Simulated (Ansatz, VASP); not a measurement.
# Ti3Al: VASP beside Ansatz

```
Ti Al
1.0
     0.00000    3.14765    3.14765
     3.14765    0.00000    3.14765
     3.14765    3.14765    0.00000
Ti Al
3 1
Direct
  0.75000 0.75000 0.75000
  0.25000 0.25000 0.25000
  0.00000 0.00000 0.00000
  0.50000 0.50000 0.50000
```

Alike in both runs: task relaxation of cell and atoms; functional LDA; k mesh 12 × 12 × 12; occupations gaussian, width 0.1 eV; no spin polarisation.

```csv
,VASP,Ansatz
version,VASP 6.6.1,Ansatz 0.2.0
potentials or method,"VASP PAW LDA potentials, release 64 (Ti_sv, Al), cutoff 600 eV","scalar-relativistic, plane waves, PAW"
valence electrons in the cell,39,39
```

|  | VASP | Ansatz | Ansatz less VASP |
| --- | --- | --- | --- |
| gap on the k mesh at the Fermi level, each at its own relaxed structure (eV) | none | none | - |
| relaxed volume (Å³/atom) | 15.60 | 15.60 | 0.000 |
| relaxed length of the cell vector where the two differ most in proportion (Å) | 4.452 | 4.452 | 0.0000 |

Ansatz warns that its potentials were made for another functional, while VASP's fit it. LDA's correlation is that of Perdew and Zunger in VASP and of Perdew and Wang (1992) in Ansatz. A gap of «none» marks a metal or a gap that the smearing closes.
